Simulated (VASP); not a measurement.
A run of VASP 6.6.1 is set up as follows.

INCAR

```
SYSTEM = TiO2
ALGO = Normal
EDIFF = 1E-7
ENCUT = 520
GGA = PE
ISIF = 2
ISMEAR = 0
LASPH = .True.
LCHARG = .False.
LREAL = .False.
LWAVE = .False.
NBANDS = 33
NELM = 80
PREC = Accurate
SIGMA = 0.02
```

File KPOINTS:

```
k-points
0
Gamma
  10 10 10
  0 0 0
```

File POSCAR:

```
TiO2
1.0
   -1.8996112688      1.8996112688      4.8484484272
    1.8996112688     -1.8996112688      4.8484484272
    1.8996112688      1.8996112688     -4.8484484272
Ti O
2 4
Direct
    0.0000000000      0.0000000000      0.0000000000
    0.7500000000      0.2500000000      0.5000000000
    0.2065067260      0.2065067260      0.0000000000
    0.9565067260      0.4565067260      0.5000000000
    0.5434932740      0.0434932740      0.5000000000
    0.7934932740      0.7934932740      0.0000000000
```

Potentials or basis: VASP PAW PBE potentials, release 64 (Ti_sv, O).

Run with:

```sh
$ cat potpaw_PBE.64/Ti_sv/POTCAR potpaw_PBE.64/O/POTCAR > POTCAR
$ mpirun -np 1 vasp_std > vasp.out
```

(1) What does it give for the pressure?

(2) What does it give for the largest force?

Results:

(1) 0.7 GPa.

(2) 0.017 eV/Å.
